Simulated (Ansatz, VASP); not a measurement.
## Bi: VASP beside Ansatz

```xyz
1
Lattice="0.0000 2.6229 2.6229 2.6229 0.0000 2.6229 2.6229 2.6229 0.0000" Properties=species:S:1:pos:R:3 pbc="T T T"
Bi    0.0000    0.0000    0.0000
```

Alike in both runs: task single point; functional PBEsol; k mesh 6 × 6 × 6; occupations gaussian, width 0.1 eV; no spin polarisation.

```csv
,VASP,Ansatz
version,VASP 6.6.1,Ansatz 0.2.0
potentials or method,"VASP PAW PBE potentials, release 64 (Bi_d), cutoff 520 eV","scalar-relativistic, plane waves, PAW"
valence electrons in the cell,15,15
```

VASP gave:

```
gap on the k mesh at the Fermi level (eV) : none
pressure (GPa)                            : -7.5
```

**Question.** Which values does Ansatz return?

**Answer.** gap on the k mesh at the Fermi level (eV): none; pressure (GPa): -7.4.

VASP's potentials were made for PBE, not for PBEsol. A gap of «none» marks a metal or a gap that the smearing closes.

Spin-orbit coupling is off throughout.
